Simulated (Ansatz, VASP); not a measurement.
**One calculation of TaGe3Ru, two programs**

```
CELL_PARAMETERS angstrom
4.01839 0.00000 0.00000
0.00000 4.01839 0.00000
0.00000 0.00000 5.39834
ATOMIC_POSITIONS crystal
Ta 0.50000 0.50000 0.70145
Ge 0.50000 0.00000 0.19571
Ge 0.00000 0.50000 0.19571
Ge 0.00000 0.00000 0.54937
Ru 0.00000 0.00000 0.96596
```

Change from the starting cell: species swapped into the SmSiPt3 type (P4mm, No. 99).

Alike in both runs: task single point; functional PBE; k mesh 4 × 4 × 4; occupations gaussian, width 0.1 eV; no spin polarisation.

|  | VASP | Ansatz |
| --- | --- | --- |
| version | VASP 6.6.1 | Ansatz 0.2.0 |
| potentials or method | VASP PAW PBE potentials, release 64 (Ta_pv, Ge_d, Ru_pv), cutoff 520 eV | scalar-relativistic, plane waves, PAW |
| valence electrons in the cell | 67 | 71 |

Ansatz gave:

- gap on the k mesh at the Fermi level (eV): none
- pressure (GPa): 3.4
- traceless stress, the component that is largest in VASP (GPa): 3.87
- rms of the force components (eV/Å): 0.382

Problem. Which values does VASP return?

Solution. gap on the k mesh at the Fermi level (eV): none; pressure (GPa): 3.6; traceless stress, the component that is largest in VASP (GPa): 3.89; rms of the force components (eV/Å): 0.390.

Atom by atom the forces differ by 0.009 eV/Å (rms over components). A gap of «none» marks a metal or a gap that the smearing closes. VASP's potentials hold 67 valence electrons a cell and Ansatz's 71, so a difference there can come from the potentials and not from the codes.

The k mesh is coarse, so the values compare programs but aren't converged. Spin-orbit coupling is off throughout.
